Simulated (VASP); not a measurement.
Fe: single point with PBE+D3(BJ)

Fe:

```
Fe
1.0
    -1.40174    1.40174    1.40174
     1.40174   -1.40174    1.40174
     1.40174    1.40174   -1.40174
Fe
1
Direct
  0.00000 0.00000 0.00000
```

```json
{
  "Program": "VASP 6.6.1",
  "Task": "single point",
  "Functional": "PBE",
  "Dispersion": "D3(BJ)",
  "Potentials or basis": "VASP PAW PBE potentials, release 64 (Fe)",
  "Cutoff": "520 eV",
  "k mesh": "13 × 13 × 13",
  "Occupations": "fermi-dirac, width 0.05 eV",
  "Spin": "collinear spin, ferromagnetic start",
  "Starting moments": "[3.0] μB"
}
```

| Quantity | Value |
| --- | --- |
| Pressure | -0.3 GPa |
| Net moment | 2.09 μB per cell |
| Site moments | Fe +2.09 μB |
| Valence electrons inside the program's atomic spheres | Fe 7.33 |
| Dispersion energy per atom | -0.369 eV |

Levels at points of the mesh, in eV from the Fermi level:
Spin up:
```tsv
k point	band 1	band 2	band 3	band 4	band 5	band 6	band 7	band 8	band 9	band 10
(0.00, 0.00, 0.00)	-8.65	-2.37	-2.37	-2.37	-1.12	-1.12	25.29	25.29	25.29	30.57
```
Spin down:
```tsv
k point	band 1	band 2	band 3	band 4	band 5	band 6	band 7
(0.00, 0.00, 0.00)	-8.48	-0.57	-0.57	-0.57	1.58	1.58	25.05
```

Run time: 50 s on 1 thread of Intel Xeon 6975P-C (shared host), peak memory 0.14 GiB.

Caveat: pairwise dispersion overbinds metals, which lowers pressure and volume.
